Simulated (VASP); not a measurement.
## CuW18S36 (a cell with a defect): single point with PBE

CuW18S36 (a cell with a defect):

```
CELL_PARAMETERS angstrom
9.38125 0.00000 0.00000
-4.69062 8.12440 0.00000
0.00000 0.00000 12.16476
ATOMIC_POSITIONS crystal
W 0.11114 0.22191 0.25264
W 0.22215 0.11125 0.74724
W 0.11114 0.55553 0.25266
W 0.21996 0.44335 0.74522
W 0.11333 0.88981 0.25468
W 0.22217 0.77764 0.74725
W 0.44319 0.21969 0.25469
W 0.55577 0.11125 0.74723
W 0.44416 0.55525 0.25401
W 0.55546 0.44428 0.74587
W 0.44320 0.88979 0.25466
W 0.55550 0.77796 0.74587
W 0.77752 0.22193 0.25265
W 0.89007 0.11346 0.74519
W 0.77782 0.55524 0.25402
W 0.89007 0.44334 0.74520
W 0.77781 0.88888 0.25400
W 0.88914 0.77795 0.74586
S 0.11149 0.22192 0.61651
S 0.22253 0.11049 0.12411
S 0.11074 0.22265 0.87579
S 0.22178 0.11127 0.38336
S 0.11151 0.55632 0.61653
S 0.22279 0.44457 0.12374
S 0.11073 0.55481 0.87580
S 0.22094 0.44362 0.38240
S 0.11239 0.88954 0.61745
S 0.22253 0.77834 0.12411
S 0.11049 0.88862 0.87617
S 0.22179 0.77685 0.38334
S 0.44384 0.22101 0.61746
S 0.55469 0.11050 0.12412
S 0.44483 0.22295 0.87616
S 0.55617 0.11124 0.38334
S 0.44380 0.55529 0.61741
S 0.55512 0.44349 0.12500
S 0.44376 0.55526 0.87493
S 0.55513 0.44359 0.38245
S 0.44382 0.88951 0.61746
S 0.55510 0.77792 0.12496
S 0.44484 0.88864 0.87617
S 0.55515 0.77788 0.38246
S 0.77710 0.22191 0.61650
S 0.88849 0.11025 0.12374
S 0.77859 0.22267 0.87579
S 0.88944 0.11214 0.38238
S 0.77814 0.55528 0.61740
S 0.88850 0.44458 0.12374
S 0.77818 0.55524 0.87490
S 0.88945 0.44363 0.38241
S 0.77814 0.88957 0.61738
S 0.88957 0.77792 0.12498
S 0.77819 0.88968 0.87490
S 0.88947 0.77790 0.38247
Cu 0.66676 0.66664 0.99996
```

```
Program             : VASP 6.6.1
Task                : single point
Functional          : PBE
Potentials or basis : VASP PAW PBE potentials, release 64 (W_sv, S, Cu)
Cutoff              : 520 eV
k mesh              : 1 × 1 × 1
Occupations         : fermi-dirac, width 0.01 eV
Spin                : collinear spin
Fixed moment        : 1 μB
```

```
Pressure                                              : 8.9 GPa
Largest force                                         : 0.013 eV/Å
Net moment                                            : 1.00 μB per cell
Site moments                                          : W +0.01, +0.05, +0.03 (each value once); S +0.00, -0.00 (each value once); Cu +0.08 μB
Valence electrons inside the program's atomic spheres : W 12.10, 12.11 (each value once); S 3.74, 3.75 (each value once); Cu 10.05
```

Forces on the atoms (eV/Å):
```
W   -0.002  0.003 -0.003
W    0.003  0.000  0.002
W    0.001  0.001 -0.005
W   -0.003 -0.001 -0.002
W    0.000  0.003  0.001
W   -0.001 -0.001  0.001
W    0.004  0.003 -0.006
W    0.002  0.002  0.002
W   -0.003  0.002 -0.008
W    0.003  0.000  0.002
W    0.004  0.004  0.005
W   -0.002 -0.003  0.009
W   -0.001  0.000 -0.004
W   -0.001 -0.002  0.003
W    0.001 -0.001 -0.009
W   -0.003 -0.001 -0.003
W   -0.002  0.000 -0.002
W    0.002 -0.003  0.004
S   -0.001  0.001 -0.001
S   -0.003  0.001 -0.010
S    0.002 -0.002  0.006
S    0.001 -0.005  0.007
S   -0.002 -0.002 -0.002
S    0.003 -0.001 -0.006
S    0.001  0.004  0.006
S    0.002 -0.001  0.006
S   -0.002  0.002 -0.001
S   -0.002 -0.003 -0.009
S   -0.001 -0.001  0.004
S    0.001  0.003  0.009
S   -0.001  0.005 -0.003
S    0.003  0.003 -0.010
S   -0.002 -0.002  0.001
S    0.002 -0.003  0.007
S    0.004 -0.003 -0.005
S    0.000 -0.012 -0.005
S   -0.011 -0.005 -0.003
S    0.000 -0.002  0.012
S    0.001  0.004 -0.002
S   -0.009  0.005  0.003
S   -0.002 -0.002  0.003
S    0.001  0.002  0.007
S    0.000  0.002 -0.001
S    0.000  0.000 -0.010
S   -0.002 -0.003  0.002
S    0.001 -0.003  0.012
S   -0.001 -0.001 -0.004
S    0.000 -0.002 -0.008
S    0.008 -0.006 -0.003
S   -0.002 -0.001  0.008
S    0.001  0.002 -0.007
S    0.010  0.008 -0.001
S    0.002  0.013  0.000
S   -0.001  0.002  0.013
Cu  -0.002 -0.002 -0.001
```

Stress tensor (GPa, compression positive):
```
9.47 0.00 0.00
0.00 9.47 0.00
0.00 0.00 7.86
```

It took 32 min on 1 thread of AMD EPYC 7R13 Processor (Zen 3) (shared host), peak memory 1.3 GiB.

Caveat: the k points lie up to 0.77 Å⁻¹ apart; the total moment is fixed, so each spin has its own Fermi level and the state may be an excited one.
